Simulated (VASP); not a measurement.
Here is a VASP 6.6.1 calculation.

File INCAR:

```
SYSTEM = AlGa3N4
PREC = Accurate
ENCUT = 520
EDIFF = 1E-6
ISMEAR = 0
SIGMA = 0.02
LREAL = .False.
LASPH = .True.
NELM = 100
ALGO = Normal
ISIF = 2
LWAVE = .False.
LCHARG = .False.
GGA = PS
NBANDS = 41
```

File KPOINTS:

```
regular mesh
0
Gamma
  6 8 6
  0 0 0
```

File POSCAR:

```
AlGa3N4
1.0
    5.1140116193      0.0000000000     -0.0001185489
    0.0000000000      3.1374879584      0.0000000000
   -0.0035636274      0.0000000000      5.6428490456
Al Ga N
1 3 4
Direct
    0.0016811057      0.5000000000      0.6665582191
    0.5005159890      0.5000000000      0.3358741638
    0.5004578996      0.0000000000      0.8327621252
    1.0013184170      0.0000000000      0.1651522836
    0.1182464734      0.5000000000      0.3434463864
    0.1164191298      0.0000000000      0.8298951936
    0.6192896513      0.0000000000      0.1626384397
    0.6296713445      0.5000000000      0.6636741886
```

Potentials or basis: VASP PAW PBE potentials, release 64 (Al, Ga_d, N).

Command:

```sh
$ cat potpaw_PBE.64/Al/POTCAR potpaw_PBE.64/Ga_d/POTCAR potpaw_PBE.64/N/POTCAR > POTCAR
$ mpirun -np 1 vasp_std > vasp.out
```

Q: Estimate the largest force.

A: 0.009 eV/Å.

Q: Estimate the band gap on the k mesh.

A: 2.19 eV, direct.

Forces in eV/Å, atoms in the order of the input:
```
Al   0.001  0.000 -0.003
Ga   0.000  0.000 -0.005
Ga   0.003  0.000  0.001
Ga  -0.005  0.000  0.006
N    0.004  0.000 -0.005
N    0.005  0.000  0.003
N    0.001  0.000  0.000
N   -0.009  0.000  0.002
```

Caveat: the cell differs from its parent crystal (uniaxial strain along c: +3.0 %, then relaxed in part); the PAW data sets were made with another functional, which shifts forces and pressure a little.
